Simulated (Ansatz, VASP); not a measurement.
**AlNi3: VASP beside Ansatz**

Contents of INCAR:

```
SYSTEM = AlNi3
ALGO     = Fast           ! electronic algorithm
EDIFF    = 1E-7           ! SCF threshold, eV
ENCUT    = 520            ! plane-wave cutoff, eV
GGA      = PS             ! functional
ISIF     = 2              ! what is computed and relaxed
ISMEAR   = 0              ! smearing method
LASPH    = .TRUE.         ! aspherical terms in the spheres
LCHARG   = .TRUE.         ! write CHGCAR
LELF     = .TRUE.         ! ELF
LREAL    = .FALSE.        ! projectors in reciprocal space
LVHAR    = .TRUE.       
LWAVE    = .FALSE.        ! write WAVECAR
NBANDS   = 24             ! bands
NELM     = 60             ! most SCF steps
PREC     = Accurate       ! precision mode
SIGMA    = 0.15           ! smearing width, eV
```

The input KPOINTS:

```
k-points
0
G
  14 14 14
  0 0 0
```

File POSCAR:

```
AlNi3
1.0
    0.0000000000      2.7984078565      2.7984078565
    2.7984078565      0.0000000000      2.7984078565
    2.7984078565      2.7984078565      0.0000000000
Al Ni
1 3
Direct
    0.4860738158      0.4860738158      0.4860738158
    0.2500000000      0.2500000000      0.2500000000
    0.0000000000      0.0000000000      0.0000000000
    0.7500000000      0.7500000000      0.7500000000
```

Input for Ansatz:

```yaml
crystal:
  lattice:
    - [0.0, 2.7984078565, 2.7984078565]
    - [2.7984078565, 0.0, 2.7984078565]
    - [2.7984078565, 2.7984078565, 0.0]
  atoms:
    - { symbol: Al, position: [0.4860738158, 0.4860738158, 0.4860738158] }
    - { symbol: Ni, position: [0.25, 0.25, 0.25] }
    - { symbol: Ni, position: [0.0, 0.0, 0.0] }
    - { symbol: Ni, position: [0.75, 0.75, 0.75] }
basis:
  ecutwfc: 420
kpoints:
  mp_grid: { grid: [14, 14, 14] }
hamiltonian:
  xc: pbesol
scf:
  occupations: { method: gaussian, width: 0.15 }
output:
  forces: true
  stress: true
  eigenvalues: true
```

Alike in both runs: task single point; functional PBEsol; k mesh 14 × 14 × 14; occupations gaussian, width 0.15 eV; no spin polarisation.

|  | VASP | Ansatz |
| --- | --- | --- |
| version | VASP 6.6.1 | Ansatz 0.2.0 |
| potentials or method | VASP PAW PBE potentials, release 64 (Al, Ni), cutoff 520 eV | scalar-relativistic, plane waves, PAW |
| valence electrons in the cell | 33 | 57 |

Ansatz gave:

- gap on the k mesh at the Fermi level (eV): none
- pressure (GPa): 0.9
- traceless stress, the component that is largest in VASP (GPa): 0.54
- rms of the force components (eV/Å): 0.440

Problem. Which values does VASP return?

Solution. gap on the k mesh at the Fermi level (eV): none; pressure (GPa): 1.0; traceless stress, the component that is largest in VASP (GPa): 0.54; rms of the force components (eV/Å): 0.442.

VASP's potentials were made for PBE, not for PBEsol. Atom by atom the forces differ by 0.003 eV/Å (rms over components). A gap of «none» marks a metal or a gap that the smearing closes. VASP's potentials hold 33 valence electrons a cell and Ansatz's 57, so a difference there can come from the potentials and not from the codes.
